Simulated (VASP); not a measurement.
# CoO (Fm-3m) in VASP: settings compared

Aim: see how the results for CoO move with the level of theory and the settings. Levels: RPBE, PBE exchange alone. Tasks: single point.

Everything below comes from runs of VASP 6.6.1. Logs are shortened: lines on timing, memory, paths and dates and some standing lists are left out, and cuts for length are marked.

### Step 1. The cell of the first run

The structure is cubic, space group Fm-3m (No. 225). The conventional cell has a = 4.298 Å, b = 4.298 Å, c = 4.298 Å, α = 90.00°, β = 90.00°, γ = 90.00°. Within 2.8 Å of Co (site symmetry m-3m) lie 6 O at 2.15 Å. O (site symmetry m-3m) has 6 Co at 2.15 Å within 2.8 Å.

### Step 2. Single point, RPBE, collinear spin, ferromagnetic start

INCAR

```
SYSTEM = CoO
PREC = Accurate ; ENCUT = 520
EDIFF = 1E-7 ; ISMEAR = -1
SIGMA = 0.05 ; LREAL = .False.
LASPH = .True. ; NELM = 150
ALGO = Normal ; ISIF = 2
LWAVE = .False. ; LCHARG = .False.
ISPIN = 2 ; MAGMOM = 2 0
LORBIT = 11 ; LMAXMIX = 4
GGA = RP ; NBANDS = 18
```

KPOINTS

```
Automatic mesh
0
Gamma
  11 11 11
  0 0 0
```

POSCAR

```
CoO
1.0
    0.0000000000      2.1492132896      2.1492132896
    2.1492132896      0.0000000000      2.1492132896
    2.1492132896      2.1492132896      0.0000000000
Co O
1 1
Direct
    0.0000000000      0.0000000000      0.0000000000
    0.5000000000      0.5000000000      0.5000000000
```

Potentials or basis: VASP PAW PBE potentials, release 64 (Co, O).

Launch:

```sh
> cat potpaw_PBE.64/Co/POTCAR potpaw_PBE.64/O/POTCAR > POTCAR
> mpirun -np 1 vasp_std > vasp.out
```

OUTCAR:

```text
SYSTEM = CoO
   PREC = Accurate
   ENCUT = 520
   EDIFF = 1E-7
   ISMEAR = -1
   LREAL = .False.
   LASPH = .True.
   NELM = 150
   ISIF = 2
   ISPIN = 2
   LORBIT = 11
   GGA = RP

 ion  position               nearest neighbor table
   1  0.000  0.000  0.000-   2 2.15   2 2.15   2 2.15   2 2.15   2 2.15   2 2.15
   2  0.500  0.500  0.500-   1 2.15   1 2.15   1 2.15   1 2.15   1 2.15   1 2.15

  LATTYP: Found a face centered cubic cell.
 ALAT       =     4.2984265792

  Lattice vectors:

 A1 = (   0.0000000000,   2.1492132896,   2.1492132896)
 A2 = (   2.1492132896,   0.0000000000,   2.1492132896)
 A3 = (   2.1492132896,   2.1492132896,   0.0000000000)

Analysis of symmetry for initial positions (statically):
[... 25 lines left out ...]
The dynamic configuration has the point symmetry O_h .

Analysis of structural, dynamic, and magnetic symmetry:
=====================================================================
 Subroutine PRICEL returns:
[... 7 lines left out ...]
 out of a pool of 48 trial point group operations.

The overall configuration has the point symmetry O_h .

 Subroutine INISYM returns: Found 48 space group operations
[... 5 lines left out ...]
                                     Primitive cell

  volume of cell :      19.8549

  direct lattice vectors                    reciprocal lattice vectors
     0.000000000  2.149213290  2.149213290    -0.232643266  0.232643266  0.232643266
     2.149213290  0.000000000  2.149213290     0.232643266 -0.232643266  0.232643266
     2.149213290  2.149213290  0.000000000     0.232643266  0.232643266 -0.232643266

  length of vectors
     3.039446583  3.039446583  3.039446583     0.402949958  0.402949958  0.402949958

  position of ions in fractional coordinates (direct lattice)
     0.000000000  0.000000000  0.000000000
     0.500000000  0.500000000  0.500000000

  ion indices of the primitive-cell ions
   primitive index   ion index
                 1           1
                 2           2

----------------------------------------------------------------------------------------

 KPOINTS: Automatic mesh

Automatic generation of k-mesh.
 Grid dimensions read from file:
 generate k-points for:   11   11   11

 Generating k-lattice:

  Cartesian coordinates                     Fractional coordinates (reciprocal lattice)
    -0.021149388  0.021149388  0.021149388     0.090909091  0.000000000  0.000000000
     0.021149388 -0.021149388  0.021149388     0.000000000  0.090909091  0.000000000
     0.021149388  0.021149388 -0.021149388     0.000000000  0.000000000  0.090909091

  Length of vectors
     0.036631814  0.036631814  0.036631814

  Shift w.r.t. Gamma in fractional coordinates (k-lattice)
     0.000000000  0.000000000  0.000000000

 Subroutine IBZKPT returns following result:
 ===========================================

 Found     56 irreducible k-points:

 Following reciprocal coordinates:
            Coordinates               Weight
  0.000000  0.000000  0.000000      1.000000
  0.090909  0.000000  0.000000      8.000000
  0.181818  0.000000  0.000000      8.000000
  0.272727  0.000000  0.000000      8.000000
  0.363636  0.000000  0.000000      8.000000
  0.454545  0.000000  0.000000      8.000000
[... 16 lines left out ...]
 -0.272727  0.181818  0.000000     24.000000
 -0.181818  0.181818  0.000000     12.000000
 [... further k-points ...]
   k-points           NKPTS =     56   k-points in BZ     NKDIM =     56   number of bands    NBANDS=     18
   number of dos      NEDOS =    301   number of ions     NIONS =      2
   total plane-waves  NPLWV =  13824
   dimension x,y,z NGX =    24 NGY =   24 NGZ =   24
   dimension x,y,z NGXF=    48 NGYF=   48 NGZF=   48
   ions per type =               1   1
   NGX,Y,Z   is equivalent  to a cutoff of  13.13, 13.13, 13.13 a.u.
   NGXF,Y,Z  is equivalent  to a cutoff of  26.25, 26.25, 26.25 a.u.
 SYSTEM =  CoO
   PREC   = accura    normal or accurate (medium, high low for compatibility)
   ISTART =      0    job   : 0-new  1-cont  2-samecut
   ICHARG =      2    charge: 1-file 2-atom 10-const
   ISPIN  =      2    spin polarized calculation?
   LNONCOLLINEAR =      F non collinear calculations
   LSORBIT =      F    spin-orbit coupling
   LASPH  =      T    aspherical Exc in radial PAW
   ENCUT  =  520.0 eV  38.22 Ry    6.18 a.u.   5.65  5.65  5.65*2*pi/ulx,y,z
   NELM   =    150;   NELMIN=  2; NELMDL= -5     # of ELM steps
   EDIFF  = 0.1E-06   stopping-criterion for ELM
   LREAL  =      F    real-space projection
   EDIFFG = 0.1E-05   stopping-criterion for IOM
   NSW    =      0    number of steps for IOM
   IBRION =     -1    ionic relax: 0-MD 1-quasi-New 2-CG
   NFREE  =      0    steps in history (QN), initial steepest desc. (CG)
   ISIF   =      2    stress and relaxation
   ISYM   =      2    0-nonsym 1-usesym 2-fastsym
   POTIM  = 0.5000    time-step for ionic-motion
   TEBEG  =    0.0;   TEEND  =   0.0 temperature during run
   PSTRESS=    0.0 pullay stress
   NELECT =      15.0000    total number of electrons
   NUPDOWN=      -1.0000    fix difference up-down
   EMIN   =  10.00;   EMAX   =-10.00  energy-range for DOS
   EFERMI =   0.00;   METHOD = LEGACY
   ISMEAR =    -1;   SIGMA  =   0.05  broadening in eV -4-tet -1-fermi 0-gaus
   EFERMI_NEDOS =   21; number of points for ismear=-14 and -15
   IALGO  =     38    algorithm
   IMIX   =      4    mixing-type and parameters
     AMIX     =   0.40;   BMIX     =  1.00
     AMIX_MAG =   1.60;   BMIX_MAG =  1.00
  volume/ion in A,a.u.               =       9.93        66.99
  Fermi-wavevector in a.u.,A,eV,Ry     =   1.491016  2.817612 30.247516  2.223130
  Thomas-Fermi vector in A             =   2.603725
   LORBIT       =     11    0 simple, 1 ext, 2 COOP (PROOUT), +10 PAW based schemes
   GGA     = RP    functional components
   LHFCALC =     F    Hartree Fock is set to
   AEXX    =    0.0000 exact exchange contribution
   IVDW    =     0    specifies the selected vdW correction
   LEPSILON=     F    determine dielectric tensor
   LRPA    =     F    only Hartree local field effects (RPA)
 spin polarized calculation
  energy-cutoff  :      520.00
  volume of cell :       19.85
 maximum number of plane-waves:       543
   NGX = 11   NGY = 11   NGZ = 11

 number of electron      15.0000006 magnetization       2.9664946

 Free energy of the ion-electron system (eV)
  ---------------------------------------------------
  ext. energy  EPLUGINS =         0.00000000
  ---------------------------------------------------
  free energy    TOTEN  =       -12.21161063 eV

  energy without entropy =      -12.17685927  energy(sigma->0) =      -12.19423495

 E-fermi :   7.6727     XC(G=0): -12.0728

 val. band max:        7.6703985617   @ k =   0.3636   0.2727   0.0909
 cond. band min:       7.6853383096   @ k =  -0.1818   0.2727   0.0909
 fundamental gap:      0.0149397479
 Fermi energy:         7.6727297354

 spin component 1

 k-point     1 :       0.0000    0.0000    0.0000
  band No.  band energies     occupation
      1     -12.3290      1.00000
      2       4.3721      1.00000
      3       4.3722      1.00000
      4       4.6011      1.00000
      5       4.6012      1.00000
      6       4.6012      1.00000
[... 10 lines left out ...]
     17      28.8077      0.00000
     18      32.3273      0.00000

 k-point     2 :       0.0909    0.0000    0.0000
  band No.  band energies     occupation
      1     -12.2494      1.00000
      2       3.7388      1.00000
      3       3.7388      1.00000
      4       3.8090      1.00000
      5       4.6270      1.00000
      6       4.6270      1.00000
[... 10 lines left out ...]
     17      29.9723      0.00000
     18      33.5722      0.00000

 k-point     3 :       0.1818    0.0000    0.0000
  band No.  band energies     occupation
      1     -12.0279      1.00000
      2       2.5925      1.00000
      3       3.0424      1.00000
      4       3.0424      1.00000
      5       4.7668      1.00000
      6       4.7668      1.00000
[... 10 lines left out ...]
     17      32.5278      0.00000
     18      35.7145      0.00000

 k-point     4 :       0.2727    0.0000    0.0000
  band No.  band energies     occupation
      1     -11.7177      1.00000
      2       1.3906      1.00000
      3       2.4749      1.00000
      4       2.4749      1.00000
      5       4.9564      1.00000
      6       4.9564      1.00000
[... 375 lines left out ...]
      4       1.9716      1.00000
      5       5.1084      1.00000
      6       5.2077      1.00000
[... 10 lines left out ...]
     17      35.4658      0.00000
     18      36.5656      0.00000

 k-point    23 :      -0.2727    0.1818    0.0000
  band No.  band energies     occupation
      1     -11.3830      1.00000
      2       0.7364      1.00000
      3       2.0071      1.00000
      4       2.3877      1.00000
      5       5.0131      1.00000
      6       5.0544      1.00000
[... 10 lines left out ...]
     17      35.1501      0.00000
     18      36.8638      0.00000

 k-point    24 :      -0.1818    0.1818    0.0000
  band No.  band energies     occupation
      1     -11.6390      1.00000
      2       1.2707      1.00000
      3       2.2403      1.00000
      4       2.8859      1.00000
      5       4.8846      1.00000
      6       4.9053      1.00000
[... 10 lines left out ...]
     17      35.0992      0.00000
     18      36.8966      0.00000

 [... further k-points ...]

 spin component 2

 k-point     1 :       0.0000    0.0000    0.0000
  band No.  band energies     occupation
      1     -11.8097      1.00000
      2       5.2837      1.00000
      3       5.2837      1.00000
      4       5.2837      1.00000
      5       6.6414      1.00000
      6       6.6415      1.00000
[... 10 lines left out ...]
     17      29.7983      0.00000
     18      33.1107      0.00000

 k-point     2 :       0.0909    0.0000    0.0000
  band No.  band energies     occupation
      1     -11.7275      1.00000
      2       4.5716      1.00000
      3       5.0004      1.00000
      4       5.0004      1.00000
      5       6.7430      1.00000
      6       6.7431      1.00000
[... 10 lines left out ...]
     17      30.7603      0.00000
     18      34.4155      0.00000

 k-point     3 :       0.1818    0.0000    0.0000
  band No.  band energies     occupation
      1     -11.4985      1.00000
      2       3.2814      1.00000
      3       4.4492      1.00000
      4       4.4493      1.00000
      5       6.9478      1.00000
      6       6.9479      1.00000
[... 10 lines left out ...]
     17      33.0204      0.00000
     18      36.5962      0.00000

 k-point     4 :       0.2727    0.0000    0.0000
  band No.  band energies     occupation
      1     -11.1770      1.00000
      2       2.0197      1.00000
      3       3.9223      1.00000
      4       3.9224      1.00000
      5       7.1887      0.99994
      6       7.1888      0.99994
[... 375 lines left out ...]
      4       3.3756      1.00000
      5       7.4233      0.99324
      6       7.5321      0.94335
[... 10 lines left out ...]
     17      35.8786      0.00000
     18      37.0267      0.00000

 k-point    23 :      -0.2727    0.1818    0.0000
  band No.  band energies     occupation
      1     -10.8228      1.00000
      2       1.4321      1.00000
      3       3.2603      1.00000
      4       3.5042      1.00000
      5       7.2124      0.99990
      6       7.5590      0.90668
[... 10 lines left out ...]
     17      35.5866      0.00000
     18      37.4405      0.00000

 k-point    24 :      -0.1818    0.1818    0.0000
  band No.  band energies     occupation
      1     -11.0925      1.00000
      2       2.0334      1.00000
      3       3.7336      1.00000
      4       3.7683      1.00000
      5       7.0191      1.00000
      6       7.4585      0.98640
[... 10 lines left out ...]
     17      35.6964      0.00000
     18      37.4526      0.00000

 [... further k-points ...]
[... 5 lines left out ...]
  --------------------------------------------------------------------------------------
  -------------------------------------------------------------------------------------
  Total       -0.0426757     -0.0426757     -0.0426757      0.0000000      0.0000000     -0.0000000
  in kB       -3.4436769     -3.4436769     -3.4436769      0.0000000      0.0000000     -0.0000000
  external PRESSURE =      -3.4436769 kB  Pullay stress =       0.0000000 kB

 VOLUME and BASIS-vectors are now :
 -----------------------------------------------------------------------------
  energy-cutoff  :      520.00
  volume of cell :       19.85
      direct lattice vectors                 reciprocal lattice vectors
     0.000000000  2.149213290  2.149213290    -0.232643266  0.232643266  0.232643266
     2.149213290  0.000000000  2.149213290     0.232643266 -0.232643266  0.232643266
     2.149213290  2.149213290  0.000000000     0.232643266  0.232643266 -0.232643266

 POSITION                                       TOTAL-FORCE (eV/Angst)
 -----------------------------------------------------------------------------------
      0.00000      0.00000      0.00000         0.000000      0.000000      0.000000
      2.14921      2.14921      2.14921         0.000000      0.000000      0.000000
 -----------------------------------------------------------------------------------
    total drift:                                0.000000     -0.000000     -0.000000

  FREE ENERGIE OF THE ION-ELECTRON SYSTEM (eV)
  ---------------------------------------------------
  free  energy   TOTEN  =       -12.2116106287 eV

  energy  without entropy=      -12.1768592690  energy(sigma->0) =      -12.19423495

 total charge

# of ion       s       p       d       tot
------------------------------------------
    1        0.286   0.337   7.117   7.740
    2        1.561   3.423   0.000   4.984
--------------------------------------------------
tot          1.847   3.760   7.117  12.724

 magnetization (x)

# of ion       s       p       d       tot
------------------------------------------
    1        0.020   0.016   2.573   2.609
    2        0.027   0.282   0.000   0.310
--------------------------------------------------
tot          0.047   0.298   2.573   2.919
```

Wall time 33 s (1 thread of Intel Xeon Platinum 8259CL at 2.50GHz (Skylake/Cascade Lake), shared host); peak memory 0.16 GiB.

What came out:

```
Free energy                                           : -12.2116 eV
Pressure                                              : -0.3 GPa
Band gap on the k mesh                                : zero (filled and empty bands overlap)
Net moment                                            : 2.97 μB per cell
Site moments                                          : Co +2.61; O +0.31 μB
Valence electrons inside the program's atomic spheres : Co 7.74; O 4.98
```

Levels at points of the mesh, in eV from the Fermi level:
Spin up:
```
           k point  band 5  band 6  band 7  band 8  band 9  band 10  band 11  band 12  band 13  band 14
(0.00, 0.00, 0.00)   -3.07   -3.07   -2.97   -2.97   -2.97     0.93    16.88    17.99    17.99    17.99
```
Spin down:
```tsv
k point	band 4	band 5	band 6	band 7	band 8	band 9
(0.00, 0.00, 0.00)	-2.39	-1.03	-1.03	-1.03	0.20	0.20
```

Caveat: the PAW data sets were made with another functional, which shifts forces and pressure a little; a cell with one magnetic atom can't hold antiferromagnetic order, which such compounds often take; semilocal functionals often make such compounds metallic where correlation or magnetic order opens a gap, which also shifts bond lengths. With open d or f shells a metallic result of RPBE can be an artefact of self-interaction; +U or a hybrid may open a gap.

(Part 1 of 2 ends here.)
